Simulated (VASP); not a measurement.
# Ni (Fm-3m) in VASP: a series of runs, part 2 of 2

VASP 6.6.1. The steps go on from the part before.

### 3 Single point, PBE, collinear spin, ferromagnetic start

The input, INCAR:

```
  PREC = Accurate
  ENCUT = 520
  EDIFF = 1E-6
  ISMEAR = -1
  SIGMA = 0.1
  LREAL = False
  LASPH = True
  NELM = 150
  ALGO = Normal
  ISIF = 2
  LWAVE = False
  LCHARG = False
  ISPIN = 2
  MAGMOM = 0.23
  LORBIT = 11
  NUPDOWN = 0.23
  LMAXMIX = 4
  GGA = PE
  NBANDS = 15
```

The input, KPOINTS:

```
Automatic mesh
0
Gamma
  14 14 14
```

The input, POSCAR:

```
Ni
1.0
    0.0000000000      1.7597000000      1.7597000000
    1.7597000000      0.0000000000      1.7597000000
    1.7597000000      1.7597000000      0.0000000000
Ni
1
Direct
    0.0000000000      0.0000000000      0.0000000000
```

Potentials or basis: VASP PAW PBE potentials, release 64 (Ni).

Started as:

```
$ cat potpaw_PBE.64/Ni/POTCAR > POTCAR
$ mpirun -np 1 vasp_std > vasp.out
```

OUTCAR:

```text
PREC = Accurate
   ENCUT = 520
   EDIFF = 1E-6
   ISMEAR = -1
   LREAL = False
   LASPH = True
   NELM = 150
   ISIF = 2
   ISPIN = 2
   LORBIT = 11
   NUPDOWN = 0.23
   GGA = PE

 ion  position               nearest neighbor table
   1  0.000  0.000  0.000-

  LATTYP: Found a face centered cubic cell.
 ALAT       =     3.5194000000

  Lattice vectors:

 A1 = (   0.0000000000,   1.7597000000,   1.7597000000)
 A2 = (   1.7597000000,   0.0000000000,   1.7597000000)
 A3 = (   1.7597000000,   1.7597000000,   0.0000000000)

Analysis of symmetry for initial positions (statically):
=====================================================================
 Subroutine PRICEL returns:
 Original cell was already a primitive cell.

 Routine SETGRP: Setting up the symmetry group for a
 face centered cubic supercell.

 Subroutine GETGRP returns: Found 48 space group operations
 (whereof 48 operations were pure point group operations)
 out of a pool of 48 trial point group operations.

The static configuration has the point symmetry O_h .

Analysis of symmetry for dynamics (positions and initial velocities):
=====================================================================
 Subroutine PRICEL returns:
 Original cell was already a primitive cell.

 Routine SETGRP: Setting up the symmetry group for a
 face centered cubic supercell.

 Subroutine GETGRP returns: Found 48 space group operations
 (whereof 48 operations were pure point group operations)
 out of a pool of 48 trial point group operations.

The dynamic configuration has the point symmetry O_h .

Analysis of structural, dynamic, and magnetic symmetry:
=====================================================================
 Subroutine PRICEL returns:
 Original cell was already a primitive cell.

 Routine SETGRP: Setting up the symmetry group for a
 face centered cubic supercell.

 Subroutine GETGRP returns: Found 48 space group operations
 (whereof 48 operations were pure point group operations)
 out of a pool of 48 trial point group operations.

The overall configuration has the point symmetry O_h .

 Subroutine INISYM returns: Found 48 space group operations
 (whereof 48 operations are pure point group operations),
 and found     1 'primitive' translations

----------------------------------------------------------------------------------------

                                     Primitive cell

  volume of cell :      10.8980

  direct lattice vectors                    reciprocal lattice vectors
     0.000000000  1.759700000  1.759700000    -0.284139342  0.284139342  0.284139342
     1.759700000  0.000000000  1.759700000     0.284139342 -0.284139342  0.284139342
     1.759700000  1.759700000  0.000000000     0.284139342  0.284139342 -0.284139342

  length of vectors
     2.488591606  2.488591606  2.488591606     0.492143777  0.492143777  0.492143777

  position of ions in fractional coordinates (direct lattice)
     0.000000000  0.000000000  0.000000000

  ion indices of the primitive-cell ions
   primitive index   ion index
                 1           1

----------------------------------------------------------------------------------------

 KPOINTS: Automatic mesh

Automatic generation of k-mesh.
 Grid dimensions read from file:
 generate k-points for:   14   14   14

 Generating k-lattice:
[... 64 lines left out ...]
   EDIFFG = 0.1E-04   stopping-criterion for IOM
   NSW    =      0    number of steps for IOM
   IBRION =     -1    ionic relax: 0-MD 1-quasi-New 2-CG
   NFREE  =      0    steps in history (QN), initial steepest desc. (CG)
   ISIF   =      2    stress and relaxation
   ISYM   =      2    0-nonsym 1-usesym 2-fastsym
   POTIM  = 0.5000    time-step for ionic-motion
   TEBEG  =    0.0;   TEEND  =   0.0 temperature during run
   PSTRESS=    0.0 pullay stress
   NELECT =      10.0000    total number of electrons
   NUPDOWN=       0.2300    fix difference up-down
   EMIN   =  10.00;   EMAX   =-10.00  energy-range for DOS
   EFERMI =   0.00;   METHOD = LEGACY
   ISMEAR =    -1;   SIGMA  =   0.10  broadening in eV -4-tet -1-fermi 0-gaus
   EFERMI_NEDOS =   21; number of points for ismear=-14 and -15
   IALGO  =     38    algorithm
   IMIX   =      4    mixing-type and parameters
     AMIX     =   0.40;   BMIX     =  1.00
     AMIX_MAG =   1.60;   BMIX_MAG =  1.00
  volume/ion in A,a.u.               =      10.90        73.54
  Fermi-wavevector in a.u.,A,eV,Ry     =   1.590839  3.006250 34.433194  2.530768
  Thomas-Fermi vector in A             =   2.689472
   LORBIT       =     11    0 simple, 1 ext, 2 COOP (PROOUT), +10 PAW based schemes
   GGA     = PE    functional components
   LHFCALC =     F    Hartree Fock is set to
   AEXX    =    0.0000 exact exchange contribution
   IVDW    =     0    specifies the selected vdW correction
   LEPSILON=     F    determine dielectric tensor
   LRPA    =     F    only Hartree local field effects (RPA)
 spin polarized calculation
  energy-cutoff  :      520.00
  volume of cell :       10.90
 maximum number of plane-waves:       306
   NGX =  9   NGY =  9   NGZ =  9

 number of electron      10.0000009 magnetization       0.2300000

 Free energy of the ion-electron system (eV)
  ---------------------------------------------------
  ext. energy  EPLUGINS =         0.00000000
  ---------------------------------------------------
  free energy    TOTEN  =        -5.47316973 eV

  energy without entropy =       -5.38985663  energy(sigma->0) =       -5.43151318

 E-fermi :   9.2465     XC(G=0): -13.2447

 val. band max:        9.2461181542   @ k =  -0.4286   0.2143   0.0714
 cond. band min:       9.1282566584   @ k =   0.5000   0.4286   0.0000
 fundamental gap:     -0.1178614958
 Fermi energy:         9.1256674031

 spin component 1

 k-point     1 :       0.0000    0.0000    0.0000
  band No.  band energies     occupation
      1       0.3482      1.00000
      2       7.1757      1.00000
      3       7.1757      1.00000
      4       7.1757      1.00000
      5       8.2990      0.99974
      6       8.2990      0.99974
      7      33.0183      0.00000
      8      36.9090      0.00000
      9      36.9090      0.00000
     10      36.9090      0.00000
     11      39.8835      0.00000
     12      39.8835      0.00000
     13      39.8835      0.00000
     14      42.7732      0.00000
[... 403 lines left out ...]
      4       7.6668      1.00000
      5       8.2778      0.99979
      6       8.6446      0.99192
      7      24.8993      0.00000
      8      30.3966      0.00000
      9      31.0982      0.00000
     10      33.7930      0.00000
     11      38.8378      0.00000
     12      42.8311      0.00000
     13      44.7980      0.00000
     14      46.9469      0.00000
     15      51.4288      0.00000

 [... further k-points ...]

 spin component 2

 k-point     1 :       0.0000    0.0000    0.0000
  band No.  band energies     occupation
      1       0.3251      1.00000
      2       7.4581      1.00000
      3       7.4581      1.00000
      4       7.4581      1.00000
      5       8.5166      0.99932
      6       8.5166      0.99932
      7      32.9452      0.00000
      8      36.8923      0.00000
      9      36.8923      0.00000
     10      36.8923      0.00000
     11      39.9129      0.00000
     12      39.9129      0.00000
     13      39.9129      0.00000
     14      42.7128      0.00000
[... 403 lines left out ...]
      4       7.9369      1.00000
      5       8.5307      0.99922
      6       8.8872      0.97324
      7      24.9362      0.00000
      8      30.4196      0.00000
      9      31.0731      0.00000
     10      33.8087      0.00000
     11      38.8755      0.00000
     12      42.8068      0.00000
     13      44.7777      0.00000
     14      46.9411      0.00000
     15      51.4565      0.00000

 [... further k-points ...]
[... 5 lines left out ...]
  --------------------------------------------------------------------------------------
  -------------------------------------------------------------------------------------
  Total       -0.0443335     -0.0443335     -0.0443335      0.0000000      0.0000000     -0.0000000
  in kB       -6.5177285     -6.5177285     -6.5177285      0.0000000      0.0000000     -0.0000000
  external PRESSURE =      -6.5177285 kB  Pullay stress =       0.0000000 kB

 VOLUME and BASIS-vectors are now :
 -----------------------------------------------------------------------------
  energy-cutoff  :      520.00
  volume of cell :       10.90
      direct lattice vectors                 reciprocal lattice vectors
     0.000000000  1.759700000  1.759700000    -0.284139342  0.284139342  0.284139342
     1.759700000  0.000000000  1.759700000     0.284139342 -0.284139342  0.284139342
     1.759700000  1.759700000  0.000000000     0.284139342  0.284139342 -0.284139342

 POSITION                                       TOTAL-FORCE (eV/Angst)
 -----------------------------------------------------------------------------------
      0.00000      0.00000      0.00000        -0.000000     -0.000000      0.000000
 -----------------------------------------------------------------------------------
    total drift:                                0.000000      0.000000      0.000000

  FREE ENERGIE OF THE ION-ELECTRON SYSTEM (eV)
  ---------------------------------------------------
  free  energy   TOTEN  =        -5.4731697340 eV

  energy  without entropy=       -5.3898566292  energy(sigma->0) =       -5.43151318

 total charge

# of ion       s       p       d       tot
------------------------------------------
    1        0.494   0.493   8.322   9.309

 magnetization (x)

# of ion       s       p       d       tot
------------------------------------------
    1       -0.004  -0.012   0.252   0.236
```

Run time: 39 s. Hardware: 1 thread of Intel Xeon 6975P-C, shared host; peak memory 0.15 GiB.

What came out:

* Free energy: -5.4732 eV
* Pressure: -0.7 GPa
* Net moment: 0.23 μB per cell
* Site moments: Ni +0.24 μB
* Valence electrons inside the program's atomic spheres: Ni 9.31

Caveat: the total moment is fixed, so each spin has its own Fermi level.

### 4 Single point, PBE, collinear spin, ferromagnetic start

The input, INCAR:

```
SYSTEM = Ni
ALGO = Normal
EDIFF = 1E-7
ENCUT = 520
GGA = PE
ISIF = 2
ISMEAR = -1
ISPIN = 2
LASPH = .TRUE.
LCHARG = .FALSE.
LMAXMIX = 4
LORBIT = 11
LREAL = .FALSE.
LWAVE = .FALSE.
MAGMOM = 0.7
NBANDS = 15
NELM = 150
NUPDOWN = 0.7
PREC = Accurate
SIGMA = 0.1
```

The input, KPOINTS:

```
k-points
0
G
  14 14 14
  0 0 0
```

POSCAR is that of step 3.

Potentials or basis: VASP PAW PBE potentials, release 64 (Ni).

Started as:

```
$ cat potpaw_PBE.64/Ni/POTCAR > POTCAR
$ mpirun -np 1 vasp_std > vasp.out
```

OUTCAR:

```text
SYSTEM = Ni
   EDIFF = 1E-7
   ENCUT = 520
   GGA = PE
   ISIF = 2
   ISMEAR = -1
   ISPIN = 2
   LASPH = .TRUE.
   LORBIT = 11
   LREAL = .FALSE.
   NELM = 150
   NUPDOWN = 0.7
   PREC = Accurate

 ion  position               nearest neighbor table
   1  0.000  0.000  0.000-

  LATTYP: Found a face centered cubic cell.
 ALAT       =     3.5194000000

  Lattice vectors:

 A1 = (   0.0000000000,   1.7597000000,   1.7597000000)
 A2 = (   1.7597000000,   0.0000000000,   1.7597000000)
 A3 = (   1.7597000000,   1.7597000000,   0.0000000000)

Analysis of symmetry for initial positions (statically):
=====================================================================
 Subroutine PRICEL returns:
 Original cell was already a primitive cell.

 Routine SETGRP: Setting up the symmetry group for a
 face centered cubic supercell.

 Subroutine GETGRP returns: Found 48 space group operations
 (whereof 48 operations were pure point group operations)
 out of a pool of 48 trial point group operations.

[... 620 lines left out ...]
      1       0.3270      1.00000
      2       7.6918      1.00000
      3       7.6918      1.00000
      4       7.6918      1.00000
      5       8.7099      0.99808
      6       8.7099      0.99808
      7      32.9037      0.00000
      8      36.9023      0.00000
      9      36.9023      0.00000
     10      36.9023      0.00000
     11      39.9513      0.00000
     12      39.9513      0.00000
     13      39.9513      0.00000
     14      42.6924      0.00000
[... 403 lines left out ...]
      4       8.1615      0.99999
      5       8.7484      0.99718
      6       9.0992      0.91379
      7      24.9846      0.00000
      8      30.4573      0.00000
      9      31.0744      0.00000
     10      33.8389      0.00000
     11      38.9266      0.00000
     12      42.8075      0.00000
     13      44.7817      0.00000
     14      46.9539      0.00000
     15      51.4972      0.00000

 [... further k-points ...]
[... 5 lines left out ...]
  --------------------------------------------------------------------------------------
  -------------------------------------------------------------------------------------
  Total        0.0512807      0.0512807      0.0512807      0.0000000      0.0000000      0.0000000
  in kB        7.5390903      7.5390903      7.5390903      0.0000000      0.0000000      0.0000000
  external PRESSURE =       7.5390903 kB  Pullay stress =       0.0000000 kB

 VOLUME and BASIS-vectors are now :
 -----------------------------------------------------------------------------
  energy-cutoff  :      520.00
  volume of cell :       10.90
      direct lattice vectors                 reciprocal lattice vectors
     0.000000000  1.759700000  1.759700000    -0.284139342  0.284139342  0.284139342
     1.759700000  0.000000000  1.759700000     0.284139342 -0.284139342  0.284139342
     1.759700000  1.759700000  0.000000000     0.284139342  0.284139342 -0.284139342

 POSITION                                       TOTAL-FORCE (eV/Angst)
 -----------------------------------------------------------------------------------
      0.00000      0.00000      0.00000         0.000000      0.000000      0.000000
 -----------------------------------------------------------------------------------
    total drift:                                0.000000      0.000000      0.000000

  FREE ENERGIE OF THE ION-ELECTRON SYSTEM (eV)
  ---------------------------------------------------
  free  energy   TOTEN  =        -5.4931312801 eV

  energy  without entropy=       -5.4392800770  energy(sigma->0) =       -5.46620568

 total charge

# of ion       s       p       d       tot
------------------------------------------
    1        0.499   0.499   8.306   9.305

 magnetization (x)

# of ion       s       p       d       tot
------------------------------------------
    1       -0.004  -0.023   0.737   0.710
```

OSZICAR:

```text
N       E                     dE             d eps       ncg     rms          rms(c)
DAV:   1     0.337751629716E+02    0.33775E+02   -0.42290E+03  6601   0.858E+02
DAV:   2    -0.504419650734E+01   -0.38819E+02   -0.35999E+02  7115   0.164E+02
DAV:   3    -0.651585564211E+01   -0.14717E+01   -0.14575E+01  7570   0.312E+01
DAV:   4    -0.652493686246E+01   -0.90812E-02   -0.90780E-02  7665   0.233E+00
DAV:   5    -0.652504895875E+01   -0.11210E-03   -0.11209E-03  7786   0.230E-01    0.995E+00
DAV:   6    -0.582634108874E+01    0.69871E+00   -0.13539E+01  8991   0.403E+01    0.587E+00
DAV:   7    -0.551009766946E+01    0.31624E+00   -0.21973E+00  8224   0.149E+01    0.196E+00
DAV:   8    -0.549629612928E+01    0.13802E-01   -0.20718E-02  7600   0.910E-01    0.102E+00
DAV:   9    -0.549363165667E+01    0.26645E-02   -0.19493E-03 10090   0.280E-01    0.251E-01
DAV:  10    -0.549312693073E+01    0.50473E-03   -0.11509E-03  9325   0.191E-01    0.632E-02
DAV:  11    -0.549313033497E+01   -0.34042E-05   -0.15195E-05  7373   0.397E-02    0.256E-02
DAV:  12    -0.549313087071E+01   -0.53574E-06   -0.24242E-06  8685   0.144E-02    0.659E-03
DAV:  13    -0.549313124403E+01   -0.37332E-06   -0.43553E-07  7682   0.744E-03    0.758E-04
DAV:  14    -0.549313128014E+01   -0.36117E-07   -0.63727E-09  5591   0.667E-04
   1 F= -.54931313E+01 E0= -.54662057E+01  d E =-.538512E-01  mag=     0.7000
```

stdout:

```text
POSCAR found type information on POSCAR Ni
 POSCAR found :  1 types and       1 ions
 scaLAPACK will be used
 LDA part: xc-table for (Slater+PW92), standard interpolation
 POSCAR, INCAR and KPOINTS ok, starting setup
 FFT: planning ... GRIDC
 FFT: planning ... GRID_SOFT
 FFT: planning ... GRID
 WAVECAR not read
 entering main loop
```

Wall time 41 s (1 thread of Intel Xeon 6975P-C, shared host); peak memory 0.15 GiB.

What came out:

| Quantity | Value |
| --- | --- |
| Free energy | -5.4931 eV |
| Pressure | 0.8 GPa |
| Net moment | 0.70 μB per cell |
| Site moments | Ni +0.71 μB |
| Valence electrons inside the program's atomic spheres | Ni 9.30 |

Caveat: the total moment is fixed, so each spin has its own Fermi level.

### 5 Single point, PBE, collinear spin, ferromagnetic start

The input, INCAR:

```
PREC = Accurate
ENCUT = 520
EDIFF = 1E-7
ISMEAR = -1
SIGMA = 0.1
LREAL = False
LASPH = True
NELM = 150
ALGO = Normal
ISIF = 2
LWAVE = False
LCHARG = False
ISPIN = 2
MAGMOM = 1.17
LORBIT = 11
NUPDOWN = 1.17
LMAXMIX = 4
GGA = PE
NBANDS = 15
```

The input, KPOINTS:

```
regular mesh
0
Gamma
  14 14 14
```

POSCAR is that of step 4.

Started as:

```
$ cat potpaw_PBE.64/Ni/POTCAR > POTCAR
$ mpirun -np 1 vasp_std > vasp.out
```

It took 42 s on 1 thread of Intel Xeon 6975P-C, shared host; peak memory 0.15 GiB.

The run converged. Its results:

```yaml
Free_energy: -5.2772 eV
Pressure: 5.8 GPa
Net_moment: 1.17 μB per cell
Site_moments: Ni +1.15 μB
Valence_electrons_inside_the_program's_atomic_spheres: Ni 9.29
```

Caveat: the total moment is fixed, so each spin has its own Fermi level.

### 6 The runs side by side

```tsv
fixed moment (μB)	pressure (GPa)	moment (μB)
1.88	22.1	1.88
0.23	-0.7	0.23
0.7	0.8	0.70
1.17	5.8	1.17
```

Alike in all rows: task single point; level PBE; potentials or basis VASP PAW PBE potentials, release 64 (Ni); spin collinear, ferromagnetic start; cell as given; k mesh 14 × 14 × 14; cutoff (eV) 520; smearing fermi-dirac 0.1 eV.

Caveats: the total moment is fixed, so each spin has its own Fermi level.

Total energies depend on the potentials used, so only differences within one code and one set of settings carry meaning.
